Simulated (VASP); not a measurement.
Zn:

```
CELL_PARAMETERS angstrom
2.70514 0.00000 0.00000
-1.35257 2.34272 0.00000
0.00000 0.00000 5.03135
ATOMIC_POSITIONS crystal
Zn 0.66667 0.33333 0.75000
Zn 0.33333 0.66667 0.25000
```

This cell differs from its parent crystal: volume scaled by 1.04.

Base run:

* Program: VASP 6.6.1
* Functional: PBEsol
* Potentials or basis: VASP PAW PBE potentials, release 64 (Zn)
* Cutoff: 520 eV
* k mesh: 11 × 11 × 6
* Occupations: fermi-dirac, width 0.05 eV
* Spin: no spin polarisation

Its results: band gap on the k mesh zero (band 12 reaches 4.30 eV, above the bottom of band 13 at -0.47 eV); pressure -7.5 GPa.

Q: The run is repeated on the same cell with these changes: functional from PBEsol to PBE. What comes out?

A: Band gap on the k mesh zero (band 12 reaches 4.48 eV, above the bottom of band 13 at -0.31 eV); pressure -2.9 GPa.

PBE binds less tightly than PBEsol, so the same cell stands under more pressure.

Caveats: the PAW data sets were made with another functional, which shifts forces and pressure a little (some runs).
